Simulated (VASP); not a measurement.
A run of VASP 6.6.1:

The input INCAR:

```
PREC     = Accurate       # precision mode
ENCUT    = 520            # plane-wave cutoff, eV
EDIFF    = 1E-6           # SCF threshold, eV
ISMEAR   = -1             # smearing method
SIGMA    = 0.05           # smearing width, eV
LREAL    = False          # projectors in reciprocal space
LASPH    = True           # aspherical terms in the spheres
NELM     = 80             # most SCF steps
ALGO     = Normal         # electronic algorithm
ISIF     = 2              # what is computed and relaxed
LWAVE    = False          # write WAVECAR
LCHARG   = False          # write CHGCAR
GGA      = PE             # functional
NBANDS   = 20             # bands
```

File KPOINTS:

```
regular mesh
0
Gamma
  7 7 7
```

Contents of POSCAR:

```
KAl
1.0
    0.0000000000      3.8464473336      3.8464473336
    3.8464473336      0.0000000000      3.8464473336
    3.8464473336      3.8464473336      0.0000000000
K Al
2 2
Direct
    0.1250000000      0.1250000000      0.1250000000
   -0.1250000000     -0.1250000000     -0.1250000000
    0.3750000000      0.3750000000      0.3750000000
   -0.3750000000     -0.3750000000     -0.3750000000
```

Potentials or basis: VASP PAW PBE potentials, release 64 (K_sv, Al).

Launch:

```console
$ cat potpaw_PBE.64/K_sv/POTCAR potpaw_PBE.64/Al/POTCAR > POTCAR
$ mpirun -np 1 vasp_std > vasp.out
```

Hardware: 1 thread of Intel Xeon 8259CL, on a shared host.

Estimate the wall time of this run.

Wall time 40 s on 1 thread of Intel Xeon 8259CL (shared host), peak memory 0.25 GiB. Counts: scf iterations 11, k points 20.
